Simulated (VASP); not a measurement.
# Sr3Ti3O7 in VASP: single point with PBEsol

Aim: the single point of Sr3Ti3O7 with PBEsol.

Everything below comes from runs of VASP 6.6.1. Logs are shortened: lines on timing, memory, paths and dates and some standing lists are left out, and cuts for length are marked.

### 1 The cell of the first run

The cell holds a slab with vacuum, 13 atoms: a = 3.891 Å, b = 5.503 Å, c = 22.503 Å, α = 90.00°, β = 90.00°, γ = 90.00°.

### 2 Single point, PBEsol

The input, INCAR:

```
SYSTEM = Sr3Ti3O7
PREC = Accurate
ENCUT = 520
EDIFF = 1E-6
ISMEAR = 0
SIGMA = 0.05
LREAL = .False.
LASPH = .True.
NELM = 120
ALGO = Normal
ISIF = 2
LWAVE = .False.
LCHARG = .False.
LDIPOL = .True.
IDIPOL = 3
DIPOL = 0.5 0.5 0.501
GGA = PS
NBANDS = 66
GGA_COMPAT = .False.
NELMDL = -8
```

The input, KPOINTS:

```
Automatic mesh
0
Gamma
  7 5 1
  0 0 0
```

The input, POSCAR:

```
Sr3Ti3O7
1.0
    3.8911201339      0.0000000000      0.0000000000
    0.0000000000      5.5028748662      0.0000000000
    0.0000000000      0.0000000000     22.5028748662
Sr Ti O
3 3 7
Direct
    0.0000000000      0.5000000000      0.3777295146
    0.0000000000      0.0000000000      0.4939193349
    0.0000000000      0.5000000000      0.6119204234
    0.5000000000      0.0000000000      0.3777295146
    0.5000000000      0.5000000000      0.4996475491
    0.5000000000      0.0000000000      0.6224005729
    0.0000000000      0.0000000000      0.3777295146
    0.5000000000      0.7500000000      0.4388647573
    0.5000000000      0.2500000000      0.4388647573
    0.0000000000      0.5000000000      0.5017121754
    0.5000000000      0.2502553280      0.5680321383
    0.5000000000      0.7497446720      0.5680321383
    0.0000000000      0.0000000000      0.6403992982
```

Potentials or basis: VASP PAW PBE potentials, release 64 (Sr_sv, Ti_sv, O).

The run is started by

```sh
$ cat potpaw_PBE.64/Sr_sv/POTCAR potpaw_PBE.64/Ti_sv/POTCAR potpaw_PBE.64/O/POTCAR > POTCAR
$ mpirun -np 1 vasp_std > vasp.out
```

OUTCAR:

```text
SYSTEM = Sr3Ti3O7
   PREC = Accurate
   ENCUT = 520
   EDIFF = 1E-6
   ISMEAR = 0
   LREAL = .False.
   LASPH = .True.
   NELM = 120
   ISIF = 2
   GGA = PS
   NELMDL = -8

 ion  position               nearest neighbor table
   1  0.000  0.500  0.378-   8 2.75   9 2.75   8 2.75   9 2.75   7 2.75   7 2.75  10 2.79   5 3.36
                             5 3.36   4 3.37   4 3.37   4 3.37   4 3.37   2 3.80   2 3.80
   2  0.000  0.000  0.494-   7 2.61   8 2.69   9 2.69   8 2.69   9 2.69  10 2.76  10 2.76  12 2.91
                            11 2.91  11 2.91  12 2.91   4 3.26   4 3.26  13 3.30   5 3.37   5 3.37
   3  0.000  0.500  0.612-  10 2.48  11 2.58  12 2.58  11 2.58  12 2.58  13 2.83  13 2.83   5 3.19
                             5 3.19   6 3.38   6 3.38   6 3.38   6 3.38   2 3.82   2 3.82
   4  0.500  0.000  0.378-   8 1.95   9 1.95   7 1.95   7 1.95   2 3.26   2 3.26   1 3.37   1 3.37
                             1 3.37   1 3.37
   5  0.500  0.500  0.500-   8 1.94   9 1.94  10 1.95  10 1.95  12 2.06  11 2.06   3 3.19   3 3.19
                             1 3.36   1 3.36   2 3.37   2 3.37   2 3.37   2 3.37
   6  0.500  0.000  0.622-  11 1.84  12 1.84  13 1.99  13 1.99   3 3.38   3 3.38   3 3.38   3 3.38
                             2 3.48   2 3.48
   7  0.000  0.000  0.378-   4 1.95   4 1.95   2 2.61   1 2.75   1 2.75
   8  0.500  0.750  0.439-   5 1.94   4 1.95   2 2.69   2 2.69   1 2.75   1 2.75
   9  0.500  0.250  0.439-   5 1.94   4 1.95   2 2.69   2 2.69   1 2.75   1 2.75
  10  0.000  0.500  0.502-   5 1.95   5 1.95   3 2.48   2 2.76   2 2.76   1 2.79
  11  0.500  0.250  0.568-   6 1.84   5 2.06   3 2.58   3 2.58   2 2.91   2 2.91
  12  0.500  0.750  0.568-   6 1.84   5 2.06   3 2.58   3 2.58   2 2.91   2 2.91
  13  0.000  0.000  0.640-   6 1.99   6 1.99   3 2.83   3 2.83   2 3.30

  LATTYP: Found a simple orthorhombic cell.
 ALAT       =     3.8911201339
 B/A-ratio  =     1.4142135624
 C/A-ratio  =     5.7831354705

  Lattice vectors:

 A1 = (   3.8911201339,   0.0000000000,   0.0000000000)
 A2 = (   0.0000000000,   5.5028748662,   0.0000000000)
 A3 = (   0.0000000000,   0.0000000000,  22.5028748662)

Analysis of symmetry for initial positions (statically):
=====================================================================
 Subroutine PRICEL returns:
 Original cell was already a primitive cell.

 Routine SETGRP: Setting up the symmetry group for a
 simple orthorhombic supercell.

 Subroutine GETGRP returns: Found  4 space group operations
 (whereof  4 operations were pure point group operations)
 out of a pool of  8 trial point group operations.

The static configuration has the point symmetry C_2v.

Analysis of symmetry for dynamics (positions and initial velocities):
=====================================================================
 Subroutine PRICEL returns:
 Original cell was already a primitive cell.

 Routine SETGRP: Setting up the symmetry group for a
 simple orthorhombic supercell.

 Subroutine GETGRP returns: Found  4 space group operations
 (whereof  4 operations were pure point group operations)
 out of a pool of  8 trial point group operations.

The dynamic configuration has the point symmetry C_2v.

 Subroutine INISYM returns: Found  4 space group operations
 (whereof  4 operations are pure point group operations),
 and found     1 'primitive' translations

----------------------------------------------------------------------------------------

                                     Primitive cell

  volume of cell :     481.8394

  direct lattice vectors                    reciprocal lattice vectors
     3.891120134  0.000000000  0.000000000     0.256995406  0.000000000  0.000000000
     0.000000000  5.502874866  0.000000000     0.000000000  0.181723195  0.000000000
     0.000000000  0.000000000 22.502874866     0.000000000  0.000000000  0.044438766

  length of vectors
     3.891120134  5.502874866 22.502874866     0.256995406  0.181723195  0.044438766

  position of ions in fractional coordinates (direct lattice)
     0.000000000  0.500000000  0.377729515
     0.000000000  0.000000000  0.493919335
     0.000000000  0.500000000  0.611920423
     0.500000000  0.000000000  0.377729515
     0.500000000  0.500000000  0.499647549
     0.500000000  0.000000000  0.622400573
     0.000000000  0.000000000  0.377729515
[... 46 lines left out ...]

 Found     12 irreducible k-points:

 Following reciprocal coordinates:
            Coordinates               Weight
  0.000000  0.000000  0.000000      1.000000
  0.142857  0.000000  0.000000      2.000000
  0.285714  0.000000  0.000000      2.000000
  0.428571  0.000000  0.000000      2.000000
  0.000000  0.200000  0.000000      2.000000
  0.142857  0.200000  0.000000      4.000000
  0.285714  0.200000  0.000000      4.000000
  0.428571  0.200000  0.000000      4.000000
  0.000000  0.400000  0.000000      2.000000
  0.142857  0.400000  0.000000      4.000000
  0.285714  0.400000  0.000000      4.000000
  0.428571  0.400000  0.000000      4.000000
   k-points           NKPTS =     12   k-points in BZ     NKDIM =     12   number of bands    NBANDS=     66
   number of dos      NEDOS =    301   number of ions     NIONS =     13
   total plane-waves  NPLWV = 211680
   dimension x,y,z NGX =    30 NGY =   42 NGZ =  168
   dimension x,y,z NGXF=    60 NGYF=   84 NGZF=  336
   ions per type =               3   3   7
   NGX,Y,Z   is equivalent  to a cutoff of  12.82, 12.69, 12.41 a.u.
   NGXF,Y,Z  is equivalent  to a cutoff of  25.63, 25.38, 24.82 a.u.
 SYSTEM =  Sr3Ti3O7
   PREC   = accura    normal or accurate (medium, high low for compatibility)
   ISTART =      0    job   : 0-new  1-cont  2-samecut
   ICHARG =      2    charge: 1-file 2-atom 10-const
   ISPIN  =      1    spin polarized calculation?
   LNONCOLLINEAR =      F non collinear calculations
   LSORBIT =      F    spin-orbit coupling
   LASPH  =      T    aspherical Exc in radial PAW
   ENCUT  =  520.0 eV  38.22 Ry    6.18 a.u.   7.23 10.23 41.84*2*pi/ulx,y,z
   NELM   =    120;   NELMIN=  2; NELMDL= -8     # of ELM steps
   EDIFF  = 0.1E-05   stopping-criterion for ELM
   LREAL  =      F    real-space projection
   EDIFFG = 0.1E-04   stopping-criterion for IOM
   NSW    =      0    number of steps for IOM
   IBRION =     -1    ionic relax: 0-MD 1-quasi-New 2-CG
   NFREE  =      0    steps in history (QN), initial steepest desc. (CG)
   ISIF   =      2    stress and relaxation
   ISYM   =      2    0-nonsym 1-usesym 2-fastsym
   POTIM  = 0.5000    time-step for ionic-motion
   TEBEG  =    0.0;   TEEND  =   0.0 temperature during run
   PSTRESS=    0.0 pullay stress
   NELECT =     108.0000    total number of electrons
   NUPDOWN=      -1.0000    fix difference up-down
   EMIN   =  10.00;   EMAX   =-10.00  energy-range for DOS
   EFERMI =   0.00;   METHOD = LEGACY
   ISMEAR =     0;   SIGMA  =   0.05  broadening in eV -4-tet -1-fermi 0-gaus
   EFERMI_NEDOS =   21; number of points for ismear=-14 and -15
   IALGO  =     38    algorithm
   IMIX   =      4    mixing-type and parameters
     AMIX     =   0.40;   BMIX     =  1.00
     AMIX_MAG =   1.60;   BMIX_MAG =  1.00
  volume/ion in A,a.u.               =      37.06       250.12
  Fermi-wavevector in a.u.,A,eV,Ry     =   0.994448  1.879234 13.455161  0.988926
  Thomas-Fermi vector in A             =   2.126400
   LORBIT       =      0    0 simple, 1 ext, 2 COOP (PROOUT), +10 PAW based schemes
   GGA     = PS    functional components
   LHFCALC =     F    Hartree Fock is set to
   AEXX    =    0.0000 exact exchange contribution
   IVDW    =     0    specifies the selected vdW correction
   LEPSILON=     F    determine dielectric tensor
   LRPA    =     F    only Hartree local field effects (RPA)
 non-spin polarized calculation
 Gauss-broadening in eV      SIGMA  =   0.05
  energy-cutoff  :      520.00
  volume of cell :      481.84
 maximum number of plane-waves:     13021
 NGX is ok and might be reduce to    30
   NGX = 15   NGY = 21   NGZ = 83

 dipolmoment           0.000000      0.000000      0.082062 electrons x Angstroem

 number of electron     108.0000010 magnetization

 dipolmoment           0.000000      0.000000     -0.091202 electrons x Angstroem

 Free energy of the ion-electron system (eV)
  ---------------------------------------------------
  ext. energy  EPLUGINS =         0.00000000
  ---------------------------------------------------
  free energy    TOTEN  =      -101.52480106 eV

  energy without entropy =     -101.50918452  energy(sigma->0) =     -101.51699279

 E-fermi :   0.5178     XC(G=0):  -4.9065

 val. band max:        0.5032129852   @ k =   0.2857   0.4000   0.0000
 cond. band min:       0.5194421943   @ k =   0.2857   0.0000   0.0000
 fundamental gap:      0.0162292091
 Fermi energy:         0.5178276536

 k-point     1 :       0.0000    0.0000    0.0000
  band No.  band energies     occupation
      1     -57.7415      2.00000
      2     -57.4387      2.00000
      3     -57.2230      2.00000
      4     -35.4710      2.00000
      5     -35.2943      2.00000
      6     -35.2198      2.00000
[... 817 lines left out ...]
     65       2.5275      0.00000
     66       3.3651      0.00000

------------------------ aborting loop because EDIFF is reached ----------------------------------------

 vacuum level on the upper side and lower side of the slab       (xc-potential included)        -0.580         0.172

  FORCE on cell =-STRESS in cart. coord.  units (eV):
  Direction    XX          YY          ZZ          XY          YZ          ZX
  --------------------------------------------------------------------------------------
  -------------------------------------------------------------------------------------
  Total       -2.8299139     -0.8023555     -1.2617116      0.0000000      0.0000000      0.0000000
  in kB       -9.4098245     -2.6679342     -4.1953520      0.0000000      0.0000000      0.0000000
  external PRESSURE =      -5.4243702 kB  Pullay stress =       0.0000000 kB

 VOLUME and BASIS-vectors are now :
 -----------------------------------------------------------------------------
  energy-cutoff  :      520.00
  volume of cell :      481.84
      direct lattice vectors                 reciprocal lattice vectors
     3.891120134  0.000000000  0.000000000     0.256995406  0.000000000  0.000000000
     0.000000000  5.502874866  0.000000000     0.000000000  0.181723195  0.000000000
     0.000000000  0.000000000 22.502874866     0.000000000  0.000000000  0.044438766

 POSITION                                       TOTAL-FORCE (eV/Angst)
 -----------------------------------------------------------------------------------
      0.00000      2.75144      8.50000         0.000000      0.000000      0.794257
      0.00000      0.00000     11.11460         0.000000      0.000000      0.034633
      0.00000      2.75144     13.76997         0.000000      0.000000      0.064801
      1.94556      0.00000      8.50000         0.000000      0.000000      1.405788
      1.94556      2.75144     11.24351         0.000000      0.000000      0.025244
      1.94556      0.00000     14.00580         0.000000      0.000000      0.095593
      0.00000      0.00000      8.50000         0.000000      0.000000     -1.005983
      1.94556      4.12716      9.87572         0.000000      0.274838     -0.665422
      1.94556      1.37572      9.87572         0.000000     -0.274838     -0.665422
      0.00000      2.75144     11.28997         0.000000      0.000000     -0.020226
      1.94556      1.37712     12.78236         0.000000      0.027259     -0.045171
      1.94556      4.12575     12.78236         0.000000     -0.027259     -0.045171
      0.00000      0.00000     14.41083         0.000000      0.000000      0.027080
 -----------------------------------------------------------------------------------
    total drift:                                0.000000      0.000000     -0.000221

  FREE ENERGIE OF THE ION-ELECTRON SYSTEM (eV)
  ---------------------------------------------------
  free  energy   TOTEN  =      -101.5248010609 eV

  energy  without entropy=     -101.5091845210  energy(sigma->0) =     -101.51699279

 vacuum level on the upper side and lower side of the slab         3.119         3.889
```

Run time: 17 min. Hardware: 1 thread of Intel Xeon Platinum 8488C (Sapphire Rapids), shared host; peak memory 0.7 GiB.

Results:

```yaml
Free_energy: -101.5248 eV
Largest_force: 1.406 eV/Å
Band_gap_on_the_k_mesh: zero (band 54 reaches 0.76 eV, above the bottom of band 55 at 0.22 eV)
```

Forces on the atoms (eV/Å):
```
Sr   0.000  0.000  0.794
Sr   0.000  0.000  0.035
Sr   0.000  0.000  0.065
Ti   0.000  0.000  1.406
Ti   0.000  0.000  0.025
Ti   0.000  0.000  0.096
O    0.000  0.000 -1.006
O    0.000  0.275 -0.665
O    0.000 -0.275 -0.665
O    0.000  0.000 -0.020
O    0.000  0.027 -0.045
O    0.000 -0.027 -0.045
O    0.000  0.000  0.027
```

Levels at points of the mesh, in eV from the Fermi level:
```tsv
k point	band 51	band 52	band 53	band 54	band 55	band 56	band 57	band 58
(0.00, 0.00, 0.00)	-3.82	-3.72	-0.65	-0.40	-0.30	-0.17	-0.13	0.33
```

Caveat: the PAW data sets were made with another functional, which shifts forces and pressure a little; semilocal functionals often make such compounds metallic where correlation or magnetic order opens a gap, which also shifts bond lengths.
